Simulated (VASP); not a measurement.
A run of VASP 6.6.1 is set up as follows.

The input INCAR:

```
SYSTEM = NaOs2
PREC     = Accurate       ! precision mode
ENCUT    = 520            ! plane-wave cutoff, eV
EDIFF    = 1E-6           ! SCF threshold, eV
ISMEAR   = 0              ! smearing method
SIGMA    = 0.1            ! smearing width, eV
LREAL    = .FALSE.        ! projectors in reciprocal space
LASPH    = .TRUE.         ! aspherical terms in the spheres
NELM     = 100            ! most SCF steps
ALGO     = Normal         ! electronic algorithm
ISIF     = 2              ! what is computed and relaxed
LWAVE    = .FALSE.        ! write WAVECAR
LCHARG   = .FALSE.        ! write CHGCAR
GGA      = PE             ! functional
NBANDS   = 18             ! bands
```

File KPOINTS:

```
Automatic mesh
0
G
  18 18 6
  0 0 0
```

Contents of POSCAR:

```
NaOs2
1.0
    2.7604078533      0.0000000000      0.0000000000
   -1.3802039266      2.3905833258      0.0000000000
    0.0000000000      0.0000000000      7.5798088748
Na Os
1 2
Direct
    0.0000000000      0.0000000000      0.0000000000
    0.3333333333      0.6666666667      0.6342705322
    0.6666666667      0.3333333333      0.3657294678
```

Potentials or basis: VASP PAW PBE potentials, release 64 (Na_pv, Os).

The run is started by

```bash
$ cat potpaw_PBE.64/Na_pv/POTCAR potpaw_PBE.64/Os/POTCAR > POTCAR
$ mpirun -np 1 vasp_std > vasp.out
```

**Question.** What does it give for the largest force?

**Answer.** 0.017 eV/Å.

**Question.** Predict the pressure.

**Answer.** -0.1 GPa.

Stress tensor (GPa, compression positive):
```
 0.02  0.00  0.00
 0.00  0.02  0.00
 0.00  0.00 -0.23
```
